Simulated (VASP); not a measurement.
Runs of VASP 6.6.1 on W. The structure is that of space group Im-3m (No. 229), or close to it. The cells are those of the table. 

```csv
cell,gap on the mesh (eV),pressure (GPa)
"a = 2.841 Å, angles 108.4, 108.4, 111.6°, 1 atom",none,(a)
"a = 2.988 Å, angles 109.5°, 1 atom",none,-48.8
"a = 2.915 Å, angles 110.5, 110.5, 107.4°, 1 atom",none,-41.3
"a = 2.877 Å, angles 109.5°, 1 atom",none,-36.1
"a = 2.545 Å, angles 109.5°, 1 atom",none,(b)
```

Alike in all rows: task single point; level PBEsol; potentials or basis VASP PAW PBE potentials, release 64 (W_sv); no spin polarisation; k mesh 20 × 20 × 20; cutoff (eV) 520; smearing gaussian 0.15 eV.

Problem. Estimate the missing entries.

Solution. (a) -29.1; (b) 108.0.

Caveats: the PAW data sets were made with another functional, which shifts forces and pressure a little; spin-orbit coupling is left out, which moves the levels of the heavy elements.

A k mesh can miss the band edges, and the runs leave out spin-orbit coupling on W.

A gap of «none» marks levels without a gap at the run's occupations.
